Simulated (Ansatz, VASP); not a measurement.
Sb: VASP beside Ansatz

File INCAR:

```
SYSTEM = Sb
PREC = Accurate
ENCUT = 520
EDIFF = 1E-6
ISMEAR = 0
SIGMA = 0.15
LREAL = .FALSE.
LASPH = .TRUE.
NELM = 60
ALGO = Normal
ISIF = 2
LWAVE = .FALSE.
LCHARG = .FALSE.
GGA = PS
NBANDS = 8
```

KPOINTS

```
Automatic mesh
0
G
  18 18 18
  0 0 0
```

File POSCAR:

```
Sb
1.0
   -1.8994109996      1.8713408863      1.8713408863
    1.8994109996     -1.8713408863      1.8713408863
    1.8994109996      1.8713408863     -1.8713408863
Sb
1
Direct
    0.0000000000      0.0000000000      0.0000000000
```

Input for Ansatz:

```yaml
crystal:
  lattice:
    - [-1.8994109996, 1.8713408863, 1.8713408863]
    - [1.8994109996, -1.8713408863, 1.8713408863]
    - [1.8994109996, 1.8713408863, -1.8713408863]
  atoms:
    - { symbol: Sb, position: [0.0, 0.0, 0.0] }
basis:
  ecutwfc: 420
kpoints:
  mp_grid: { grid: [18, 18, 18] }
hamiltonian:
  xc: pbesol
scf:
  occupations: { method: gaussian, width: 0.15 }
output:
  forces: true
  stress: true
  eigenvalues: true
```

Change from the starting cell: strain +0.0150 x Voigt [1, 0, 0, 0, 0, 0], atoms carried along.

Alike in both runs: task single point; functional PBEsol; k mesh 18 × 18 × 18; occupations gaussian, width 0.15 eV; no spin polarisation.

|  | VASP | Ansatz |
| --- | --- | --- |
| version | VASP 6.6.1 | Ansatz 0.2.0 |
| potentials or method | VASP PAW PBE potentials, release 64 (Sb), cutoff 520 eV | scalar-relativistic, plane waves, PAW |
| valence electrons in the cell | 5 | 15 |

Ansatz gave:

```
gap on the k mesh at the Fermi level (eV)                     : none
pressure (GPa)                                                : -1.7
traceless stress, the component that is largest in VASP (GPa) : -0.53
```

Q: Which values does VASP return?

A: gap on the k mesh at the Fermi level (eV): none; pressure (GPa): -1.7; traceless stress, the component that is largest in VASP (GPa): -0.54.

VASP's potentials were made for PBE, not for PBEsol. A gap of «none» marks a metal or a gap that the smearing closes. With one functional, cell and mesh, what is left measures potentials, basis and numerics. VASP's potentials hold 5 valence electrons a cell and Ansatz's 15, so a difference there can come from the potentials and not from the codes.

Neither program's run includes spin-orbit coupling.
